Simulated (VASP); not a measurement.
# PbS (Pm-3m) in VASP: a series of runs

The runs below take PbS through single point, with PBE.

Program: VASP 6.6.1. These are calculated values, not measurements. Logs are shortened: lines on timing, memory, paths and dates and some standing lists are left out, and cuts for length are marked.

### 1 The cell of the first run

It takes space group Pm-3m (No. 221, cubic). The conventional cell has a = 3.543 Å, b = 3.543 Å, c = 3.543 Å, α = 90.00°, β = 90.00°, γ = 90.00°. Pb (site symmetry m-3m) has 8 S at 3.07 Å and 6 Pb at 3.54 Å within 4.0 Å. Within 4.0 Å of S (site symmetry m-3m) lie 8 Pb at 3.07 Å and 6 S at 3.54 Å.

### 2 Single point, PBE

File INCAR:

```
SYSTEM = PbS
ALGO     = Normal         ! electronic algorithm
EDIFF    = 1E-6           ! SCF threshold, eV
ENCUT    = 500            ! plane-wave cutoff, eV
GGA      = PE             ! functional
GGA_COMPAT= .FALSE.      
ISIF     = 2              ! what is computed and relaxed
ISMEAR   = 0              ! smearing method
LASPH    = .TRUE.         ! aspherical terms in the spheres
LCHARG   = .FALSE.        ! write CHGCAR
LREAL    = .FALSE.        ! projectors in reciprocal space
LWAVE    = .FALSE.        ! write WAVECAR
NBANDS   = 17             ! bands
NELM     = 120            ! most SCF steps
PREC     = Accurate       ! precision mode
SIGMA    = 0.1            ! smearing width, eV
```

File KPOINTS:

```
k-points
0
G
  2 2 2
  0 0 0
```

File POSCAR:

```
PbS
1.0
    3.5426638795      0.0000000000      0.0000000000
    0.0000000000      3.5426638795      0.0000000000
    0.0000000000      0.0000000000      3.5426638795
Pb S
1 1
Direct
    0.0000000000      0.0000000000      0.0000000000
    0.5000000000      0.5000000000      0.5000000000
```

Potentials or basis: VASP PAW PBE potentials, release 64 (Pb_d, S).

Launch:

```sh
$ cat potpaw_PBE.64/Pb_d/POTCAR potpaw_PBE.64/S/POTCAR > POTCAR
$ mpirun -np 1 vasp_std > vasp.out
```

OUTCAR:

```text
SYSTEM = PbS
   EDIFF = 1E-6
   ENCUT = 500
   GGA = PE
   ISIF = 2
   ISMEAR = 0
   LASPH = .TRUE.
   LREAL = .FALSE.
   NELM = 120
   PREC = Accurate

 ion  position               nearest neighbor table
   1  0.000  0.000  0.000-   2 3.07   2 3.07   2 3.07   2 3.07   2 3.07   2 3.07   2 3.07   2 3.07

   2  0.500  0.500  0.500-   1 3.07   1 3.07   1 3.07   1 3.07   1 3.07   1 3.07   1 3.07   1 3.07

  LATTYP: Found a simple cubic cell.
 ALAT       =     3.5426638795

  Lattice vectors:

 A1 = (   3.5426638795,   0.0000000000,   0.0000000000)
 A2 = (   0.0000000000,   3.5426638795,   0.0000000000)
 A3 = (   0.0000000000,   0.0000000000,   3.5426638795)

Analysis of symmetry for initial positions (statically):
=====================================================================
 Subroutine PRICEL returns:
 Original cell was already a primitive cell.

 Routine SETGRP: Setting up the symmetry group for a
 simple cubic supercell.

 Subroutine GETGRP returns: Found 48 space group operations
 (whereof 48 operations were pure point group operations)
 out of a pool of 48 trial point group operations.

The static configuration has the point symmetry O_h .

Analysis of symmetry for dynamics (positions and initial velocities):
=====================================================================
 Subroutine PRICEL returns:
 Original cell was already a primitive cell.

 Routine SETGRP: Setting up the symmetry group for a
 simple cubic supercell.

 Subroutine GETGRP returns: Found 48 space group operations
 (whereof 48 operations were pure point group operations)
 out of a pool of 48 trial point group operations.

The dynamic configuration has the point symmetry O_h .

 Subroutine INISYM returns: Found 48 space group operations
 (whereof 48 operations are pure point group operations),
 and found     1 'primitive' translations

----------------------------------------------------------------------------------------

                                     Primitive cell

  volume of cell :      44.4621

  direct lattice vectors                    reciprocal lattice vectors
     3.542663880  0.000000000  0.000000000     0.282273463  0.000000000  0.000000000
     0.000000000  3.542663880  0.000000000     0.000000000  0.282273463  0.000000000
     0.000000000  0.000000000  3.542663880     0.000000000  0.000000000  0.282273463

  length of vectors
     3.542663880  3.542663880  3.542663880     0.282273463  0.282273463  0.282273463

  position of ions in fractional coordinates (direct lattice)
     0.000000000  0.000000000  0.000000000
     0.500000000  0.500000000  0.500000000

  ion indices of the primitive-cell ions
   primitive index   ion index
                 1           1
                 2           2

----------------------------------------------------------------------------------------

 KPOINTS: k-points

Automatic generation of k-mesh.
 Grid dimensions read from file:
 generate k-points for:    2    2    2

 Generating k-lattice:

  Cartesian coordinates                     Fractional coordinates (reciprocal lattice)
     0.141136731  0.000000000  0.000000000     0.500000000  0.000000000  0.000000000
     0.000000000  0.141136731  0.000000000     0.000000000  0.500000000  0.000000000
     0.000000000  0.000000000  0.141136731     0.000000000  0.000000000  0.500000000

  Length of vectors
     0.141136731  0.141136731  0.141136731

  Shift w.r.t. Gamma in fractional coordinates (k-lattice)
     0.000000000  0.000000000  0.000000000

 Subroutine IBZKPT returns following result:
 ===========================================

 Found      4 irreducible k-points:

 Following reciprocal coordinates:
            Coordinates               Weight
  0.000000  0.000000  0.000000      1.000000
  0.500000  0.000000  0.000000      3.000000
  0.500000  0.500000  0.000000      3.000000
  0.500000  0.500000  0.500000      1.000000
   k-points           NKPTS =      4   k-points in BZ     NKDIM =      4   number of bands    NBANDS=     17
   number of dos      NEDOS =    301   number of ions     NIONS =      2
   total plane-waves  NPLWV =  21952
   dimension x,y,z NGX =    28 NGY =   28 NGZ =   28
   dimension x,y,z NGXF=    56 NGYF=   56 NGZF=   56
   ions per type =               1   1
   NGX,Y,Z   is equivalent  to a cutoff of  13.14, 13.14, 13.14 a.u.
   NGXF,Y,Z  is equivalent  to a cutoff of  26.28, 26.28, 26.28 a.u.
 SYSTEM =  PbS
   PREC   = accura    normal or accurate (medium, high low for compatibility)
   ISTART =      0    job   : 0-new  1-cont  2-samecut
   ICHARG =      2    charge: 1-file 2-atom 10-const
   ISPIN  =      1    spin polarized calculation?
   LNONCOLLINEAR =      F non collinear calculations
   LSORBIT =      F    spin-orbit coupling
   LASPH  =      T    aspherical Exc in radial PAW
   ENCUT  =  500.0 eV  36.75 Ry    6.06 a.u.   6.46  6.46  6.46*2*pi/ulx,y,z
   NELM   =    120;   NELMIN=  2; NELMDL= -5     # of ELM steps
   EDIFF  = 0.1E-05   stopping-criterion for ELM
   LREAL  =      F    real-space projection
   EDIFFG = 0.1E-04   stopping-criterion for IOM
   NSW    =      0    number of steps for IOM
   IBRION =     -1    ionic relax: 0-MD 1-quasi-New 2-CG
   NFREE  =      0    steps in history (QN), initial steepest desc. (CG)
   ISIF   =      2    stress and relaxation
   ISYM   =      2    0-nonsym 1-usesym 2-fastsym
   POTIM  = 0.5000    time-step for ionic-motion
   TEBEG  =    0.0;   TEEND  =   0.0 temperature during run
   PSTRESS=    0.0 pullay stress
   NELECT =      20.0000    total number of electrons
   NUPDOWN=      -1.0000    fix difference up-down
   EMIN   =  10.00;   EMAX   =-10.00  energy-range for DOS
   EFERMI =   0.00;   METHOD = LEGACY
   ISMEAR =     0;   SIGMA  =   0.10  broadening in eV -4-tet -1-fermi 0-gaus
   EFERMI_NEDOS =   21; number of points for ismear=-14 and -15
   IALGO  =     38    algorithm
   IMIX   =      4    mixing-type and parameters
     AMIX     =   0.40;   BMIX     =  1.00
     AMIX_MAG =   1.60;   BMIX_MAG =  1.00
  volume/ion in A,a.u.               =      22.23       150.02
  Fermi-wavevector in a.u.,A,eV,Ry     =   1.254358  2.370393 21.407601  1.573414
  Thomas-Fermi vector in A             =   2.388167
   LORBIT       =      0    0 simple, 1 ext, 2 COOP (PROOUT), +10 PAW based schemes
   GGA     = PE    functional components
   LHFCALC =     F    Hartree Fock is set to
   AEXX    =    0.0000 exact exchange contribution
   IVDW    =     0    specifies the selected vdW correction
   LEPSILON=     F    determine dielectric tensor
   LRPA    =     F    only Hartree local field effects (RPA)
 non-spin polarized calculation
 Gauss-broadening in eV      SIGMA  =   0.10
  energy-cutoff  :      500.00
  volume of cell :       44.46
 maximum number of plane-waves:      1141
 NGX is ok and might be reduce to    28
   NGX = 13   NGY = 13   NGZ = 13

 number of electron      20.0000002 magnetization

 Free energy of the ion-electron system (eV)
  ---------------------------------------------------
  ext. energy  EPLUGINS =         0.00000000
  ---------------------------------------------------
  free energy    TOTEN  =        -7.09856779 eV

  energy without entropy =       -7.09851218  energy(sigma->0) =       -7.09853999

 E-fermi :   7.0635     XC(G=0): -10.6382

 val. band max:        6.8059182644   @ k =   0.5000   0.5000   0.0000
 cond. band min:       7.3210646578   @ k =   0.5000   0.0000   0.0000
 fundamental gap:      0.5151463934
 Fermi energy:         7.0634914779

 k-point     1 :       0.0000    0.0000    0.0000
  band No.  band energies     occupation
      1      -9.8627      2.00000
      2      -9.8627      2.00000
      3      -9.5939      2.00000
      4      -9.5939      2.00000
      5      -9.5939      2.00000
      6      -6.6263      2.00000
      7       0.7180      2.00000
      8       5.3374      2.00000
      9       5.3374      2.00000
     10       5.3374      2.00000
     11      12.6050      0.00000
     12      12.6050      0.00000
     13      14.4199      0.00000
     14      14.4199      0.00000
     15      14.4199      0.00000
     16      20.2300      0.00000
     17      20.2300      0.00000

 k-point     2 :       0.5000    0.0000    0.0000
  band No.  band energies     occupation
      1      -9.8483      2.00000
      2      -9.6738      2.00000
      3      -9.6738      2.00000
      4      -9.6605      2.00000
      5      -9.5859      2.00000
      6      -5.0883      2.00000
      7      -2.2306      2.00000
      8       6.6128      2.00000
      9       6.6128      2.00000
     10       7.3211      0.00027
     11       7.6246      0.00000
     12      11.2879      0.00000
     13      11.2879      0.00000
     14      13.7396      0.00000
     15      16.7405      0.00000
     16      20.0499      0.00000
     17      21.8112      0.00000

 k-point     3 :       0.5000    0.5000    0.0000
  band No.  band energies     occupation
      1      -9.8491      2.00000
      2      -9.7512      2.00000
      3      -9.6581      2.00000
      4      -9.6581      2.00000
      5      -9.5161      2.00000
      6      -4.0976      2.00000
      7      -0.1041      2.00000
      8       2.1963      2.00000
      9       2.1963      2.00000
     10       6.8059      1.99973
     11      11.7214      0.00000
     12      11.7214      0.00000
     13      13.7022      0.00000
     14      14.6125      0.00000
     15      16.8133      0.00000
     16      16.8133      0.00000
     17      17.3316      0.00000

 k-point     4 :       0.5000    0.5000    0.5000
  band No.  band energies     occupation
      1      -9.7695      2.00000
      2      -9.7695      2.00000
      3      -9.7695      2.00000
      4      -9.5116      2.00000
      5      -9.5116      2.00000
      6      -3.8549      2.00000
      7       1.4888      2.00000
      8       4.5004      2.00000
      9       4.5004      2.00000
     10       4.5004      2.00000
     11       6.4488      2.00000
     12       6.4488      2.00000
     13       6.4488      2.00000
     14      21.9017      0.00000
     15      21.9017      0.00000
     16      21.9017      0.00000
     17      23.9694      0.00000

------------------------ aborting loop because EDIFF is reached ----------------------------------------

  FORCE on cell =-STRESS in cart. coord.  units (eV):
  Direction    XX          YY          ZZ          XY          YZ          ZX
  --------------------------------------------------------------------------------------
  -------------------------------------------------------------------------------------
  Total       -0.0263313     -0.0263313     -0.0263313     -0.0000000      0.0000000      0.0000000
  in kB       -0.9488399     -0.9488399     -0.9488399     -0.0000000      0.0000000      0.0000000
  external PRESSURE =      -0.9488399 kB  Pullay stress =       0.0000000 kB

 VOLUME and BASIS-vectors are now :
 -----------------------------------------------------------------------------
  energy-cutoff  :      500.00
  volume of cell :       44.46
      direct lattice vectors                 reciprocal lattice vectors
     3.542663880  0.000000000  0.000000000     0.282273463  0.000000000  0.000000000
     0.000000000  3.542663880  0.000000000     0.000000000  0.282273463  0.000000000
     0.000000000  0.000000000  3.542663880     0.000000000  0.000000000  0.282273463

 POSITION                                       TOTAL-FORCE (eV/Angst)
 -----------------------------------------------------------------------------------
      0.00000      0.00000      0.00000         0.000000      0.000000      0.000000
      1.77133      1.77133      1.77133         0.000000      0.000000      0.000000
 -----------------------------------------------------------------------------------
    total drift:                               -0.000000      0.000000      0.000000

  FREE ENERGIE OF THE ION-ELECTRON SYSTEM (eV)
  ---------------------------------------------------
  free  energy   TOTEN  =        -7.0985677950 eV

  energy  without entropy=       -7.0985121782  energy(sigma->0) =       -7.09853999
```

Run time: 3.1 s. Hardware: 1 thread of AMD EPYC 9R45 (Zen 5), shared host; peak memory 0.12 GiB.

What came out:

```yaml
Free_energy: -7.0986 eV
Pressure: -0.1 GPa
Band_gap_on_the_k_mesh: zero (band 10 reaches 7.32 eV, above the bottom of band 11 at 6.45 eV)
```

Caveat: the k points lie up to 0.89 Å⁻¹ apart; spin-orbit coupling is left out, which moves the levels of the heavy elements.

### 3 Single point, PBE

This run uses another cell than the first one, of 24.39 Å³/atom, 1.097 times its volume.

File INCAR:

```
SYSTEM = PbS
ALGO     = Normal         ! electronic algorithm
EDIFF    = 1E-6           ! SCF threshold, eV
ENCUT    = 500            ! plane-wave cutoff, eV
GGA      = PE             ! functional
GGA_COMPAT= .False.      
ISIF     = 2              ! what is computed and relaxed
ISMEAR   = 0              ! smearing method
LASPH    = .True.         ! aspherical terms in the spheres
LCHARG   = .False.        ! write CHGCAR
LREAL    = .False.        ! projectors in reciprocal space
LWAVE    = .False.        ! write WAVECAR
NBANDS   = 17             ! bands
NELM     = 120            ! most SCF steps
PREC     = Accurate       ! precision mode
SIGMA    = 0.13605693122994 ! smearing width, eV
```

File KPOINTS:

```
k-points
0
Gamma
  2 2 2
  0 0 0
```

File POSCAR:

```
PbS
1.0
    3.6536590000      0.0000000000      0.0000000000
    0.0000000000      3.6536590000      0.0000000000
    0.0000000000      0.0000000000      3.6536590000
Pb S
1 1
Direct
    0.0000000000      0.0000000000      0.0000000000
    0.5000000000      0.5000000000      0.5000000000
```

Potentials or basis: VASP PAW PBE potentials, release 64 (Pb_d, S).

Launch:

```sh
$ cat potpaw_PBE.64/Pb_d/POTCAR potpaw_PBE.64/S/POTCAR > POTCAR
$ mpirun -np 1 vasp_std > vasp.out
```

Wall time 4.3 s (1 thread of AMD EPYC 9R45 (Zen 5), shared host); peak memory 0.12 GiB.

The run converged. Its results:

* Free energy: -7.0393 eV
* Pressure: -3.5 GPa
* Band gap on the k mesh: zero (band 10 reaches 5.92 eV, above the bottom of band 11 at 5.63 eV)

Levels at points of the mesh, in eV from the Fermi level:
```tsv
k point	band 8	band 9	band 10	band 11	band 12	band 13
(0.00, 0.00, 0.00)	-1.39	-1.39	-1.39	5.78	5.78	6.78
(0.50, 0.00, 0.00)	-0.30	-0.30	0.10	0.59	4.22	4.22
(0.50, 0.50, 0.00)	-4.19	-4.19	-0.11	4.42	4.42	6.22
(0.50, 0.50, 0.50)	-2.16	-2.16	-2.16	-0.20	-0.20	-0.20
```

Caveat: the k points lie up to 0.86 Å⁻¹ apart; spin-orbit coupling is left out, which moves the levels of the heavy elements.

(Part 1 of 3 ends here.)
